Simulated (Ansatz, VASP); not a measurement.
Sn: VASP beside Ansatz

Contents of INCAR:

```
SYSTEM = Sn
ALGO = Normal
EDIFF = 1E-7
ENCUT = 520
GGA = PE
ISIF = 2
ISMEAR = -1
LASPH = .TRUE.
LCHARG = .TRUE.
LELF = .TRUE.
LREAL = .FALSE.
LVHAR = .TRUE.
LWAVE = .FALSE.
NBANDS = 21
NELM = 60
PREC = Accurate
SIGMA = 0.05
```

Contents of KPOINTS:

```
k-points
0
G
  13 13 7
  0 0 0
```

Contents of POSCAR:

```
Sn
1.0
    3.1706627878      0.0000000000      0.0000000000
   -1.5853313939      2.7458745210      0.0000000000
    0.0000000000      0.0000000000      5.0953260430
Sn
2
Direct
    0.3333333333      0.6666666667      0.2500000000
    0.6666666667      0.3333333333      0.7500000000
```

Input for Ansatz:

```yaml
crystal:
  lattice:
    - [3.1706627878, 0.0, 0.0]
    - [-1.5853313939, 2.745874521, 0.0]
    - [0.0, 0.0, 5.095326043]
  atoms:
    - { symbol: Sn, position: [0.3333333333, 0.6666666667, 0.25] }
    - { symbol: Sn, position: [0.6666666667, 0.3333333333, 0.75] }
kpoints:
  mp_grid: { grid: [13, 13, 7] }
scf:
  occupations: { method: fermi_dirac, width: 0.05 }
hamiltonian:
  xc: pbe
  pseudopotentials: { kind: all_electron, lapw: { basis_error: 0.001 } }
output:
  forces: true
  stress: true
  eigenvalues: true
  populations: true
```

Change from the starting cell: volume scaled by 0.8, LAPW.

Alike in both runs: task single point; functional PBE; k mesh 13 × 13 × 7; occupations fermi-dirac, width 0.05 eV; no spin polarisation.

```csv
,VASP,Ansatz
version,VASP 6.6.1,Ansatz 0.2.0
potentials or method,"VASP PAW PBE potentials, release 64 (Sn_d), cutoff 520 eV","all-electron LAPW, scalar-relativistic"
```

|  | VASP | Ansatz | Ansatz less VASP |
| --- | --- | --- | --- |
| pressure (GPa) | 17.9 | 18.0 | +0.05 |

Ansatz ran all-electron here, and VASP with PAW potentials.
